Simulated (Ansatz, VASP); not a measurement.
## MgS: VASP beside Ansatz

File INCAR:

```
SYSTEM = MgS
ALGO     = Normal         ! electronic algorithm
EDIFF    = 1E-6           ! SCF threshold, eV
ENCUT    = 520            ! plane-wave cutoff, eV
GGA      = CA             ! functional
ISIF     = 2              ! what is computed and relaxed
ISMEAR   = 0              ! smearing method
LASPH    = .TRUE.         ! aspherical terms in the spheres
LCHARG   = .TRUE.         ! write CHGCAR
LELF     = .TRUE.         ! ELF
LREAL    = .FALSE.        ! projectors in reciprocal space
LVHAR    = .TRUE.       
LWAVE    = .FALSE.        ! write WAVECAR
NBANDS   = 11             ! bands
NELM     = 80             ! most SCF steps
PREC     = Accurate       ! precision mode
SIGMA    = 0.05           ! smearing width, eV
```

The input KPOINTS:

```
k-points
0
G
  8 8 8
  0 0 0
```

The input POSCAR:

```
MgS
1.0
    0.0000000000      2.7481264454      2.9181136482
    2.7481264454      0.0000000000      2.9181136482
    2.7481264454      2.7481264454      0.0000000000
Mg S
1 1
Direct
    0.0000000000      0.0000000000      0.0000000000
    0.7500000000      0.7500000000      0.7500000000
```

Input for Ansatz:

```yaml
crystal:
  lattice:
    - [0.0, 2.7481264454, 2.9181136482]
    - [2.7481264454, 0.0, 2.9181136482]
    - [2.7481264454, 2.7481264454, 0.0]
  atoms:
    - { symbol: Mg, position: [0.0, 0.0, 0.0] }
    - { symbol: S, position: [0.75, 0.75, 0.75] }
basis:
  ecutwfc: 420
kpoints:
  mp_grid: { grid: [8, 8, 8] }
hamiltonian:
  xc: lda
scf:
  occupations: { method: gaussian, width: 0.05 }
output:
  forces: true
  stress: true
  eigenvalues: true
```

Change from the starting cell: strain -0.030 along x and y, +0.030 along z, atoms carried along.

Alike in both runs: task single point; functional LDA; k mesh 8 × 8 × 8; occupations gaussian, width 0.05 eV; no spin polarisation.

|  | VASP | Ansatz |
| --- | --- | --- |
| version | VASP 6.6.1 | Ansatz 0.2.0 |
| potentials or method | VASP PAW LDA potentials, release 64 (Mg, S), cutoff 520 eV | scalar-relativistic, plane waves, PAW |
| valence electrons in the cell | 8 | 16 |

```tsv
	VASP	Ansatz	Ansatz less VASP
gap on the k mesh at the Fermi level (eV)	3.26	3.25	-0.012
least direct gap on the mesh (eV)	3.26	3.25	-0.012
pressure (GPa)	-0.9	-0.5	+0.34
traceless stress, the component that is largest in VASP (GPa)	-0.99	-1.01	-0.019
```

LDA's correlation is that of Perdew and Zunger in VASP and of Perdew and Wang (1992) in Ansatz. VASP's potentials hold 8 valence electrons a cell and Ansatz's 16, so a difference there can come from the potentials and not from the codes.
